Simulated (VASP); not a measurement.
Input of a VASP 6.6.1 run:

The input POSCAR:

```
GaGe3
1.0
    4.2784660000      0.0000000000      0.0000000000
    0.0000000000      4.2784660000      0.0000000000
    0.0000000000      0.0000000000      4.2784660000
Ga Ge
1 3
Direct
    0.0000000000      0.0000000000      0.0000000000
    0.0000000000      0.5000000000      0.5000000000
    0.5000000000      0.0000000000      0.5000000000
    0.5000000000      0.5000000000      0.0000000000
```

INCAR.step1

```
PREC     = Accurate       # precision mode
ENCUT    = 520            # plane-wave cutoff, eV
ISMEAR   = 0              # smearing method
SIGMA    = 0.1            # smearing width, eV
LREAL    = False          # projectors in reciprocal space
LASPH    = True           # aspherical terms in the spheres
NELM     = 60             # most SCF steps
NBANDS   = 36             # bands
GGA      = PE             # functional
ALGO     = Normal         # electronic algorithm
EDIFF    = 1E-4           # SCF threshold, eV
LWAVE    = True           # write WAVECAR
LCHARG   = False          # write CHGCAR
```

Contents of INCAR.step2:

```
PREC     = Accurate       # precision mode
ENCUT    = 520            # plane-wave cutoff, eV
EDIFF    = 1E-6           # SCF threshold, eV
ISMEAR   = 0              # smearing method
SIGMA    = 0.1            # smearing width, eV
LREAL    = False          # projectors in reciprocal space
LASPH    = True           # aspherical terms in the spheres
NELM     = 60             # most SCF steps
ALGO     = Normal         # electronic algorithm
ISIF     = 2              # what is computed and relaxed
LWAVE    = False          # write WAVECAR
LCHARG   = False          # write CHGCAR
METAGGA  = R2SCAN         # meta-GGA
LMIXTAU  = True         
NBANDS   = 36             # bands
ISTART   = 1
```

Contents of KPOINTS:

```
regular mesh
0
Gamma
  4 4 4
```

Potentials or basis: VASP PAW PBE potentials, release 64 (Ga_d, Ge_d).

Launch:

```bash
$ cat potpaw_PBE.64/Ga_d/POTCAR potpaw_PBE.64/Ge_d/POTCAR > POTCAR
$ cp INCAR.step1 INCAR
$ mpirun -np 1 vasp_std > vasp.out
$ cp INCAR.step2 INCAR
$ mpirun -np 1 vasp_std > vasp.out
```

(1) What does it give for the pressure?

## Answers

(1) -2.8 GPa.

Caveat: the k points lie up to 0.37 Å⁻¹ apart; the PAW data sets were made with another functional, which shifts forces and pressure a little.
